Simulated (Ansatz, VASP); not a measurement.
TaN: VASP beside Ansatz

```
Ta N
1.0
     3.89595    0.00000    0.00000
    -1.94798    3.37399    0.00000
     0.00000    0.00000    3.92074
Ta N
2 2
Direct
  0.33333 0.66667 0.03402
  0.66667 0.33333 0.96598
  0.00000 0.00000 0.65791
  0.00000 0.00000 0.34209
```

Alike in both runs: task relaxation of cell and atoms; functional PBE; k mesh 6 × 6 × 4; occupations gaussian, width 0.1 eV; no spin polarisation.

```csv
,VASP,Ansatz
version,VASP 6.6.1,Ansatz 0.2.0
potentials or method,"VASP PAW PBE potentials, release 64 (Ta_pv, N), cutoff 600 eV","scalar-relativistic, plane waves, PAW"
valence electrons in the cell,32,36
```

```csv
,VASP,Ansatz,Ansatz less VASP
"gap on the k mesh at the Fermi level, each at its own relaxed structure (eV)",none,none,-
relaxed volume (Å³/atom),14.35,12.70,-1.653
relaxed cell length with the largest relative difference (Å),3.427,3.088,-0.3393
```

A gap of «none» marks a metal or a gap that the smearing closes. One of these differences is far larger than is usual between the two programs; its cause wasn't traced. VASP's potentials hold 32 valence electrons a cell and Ansatz's 36, so a difference there can come from the potentials and not from the codes.

The k mesh is coarse, so the values compare programs but aren't converged. Spin-orbit coupling is off throughout. Noted on VASP's run: the standard files for N, O and F lose accuracy on very short bonds.
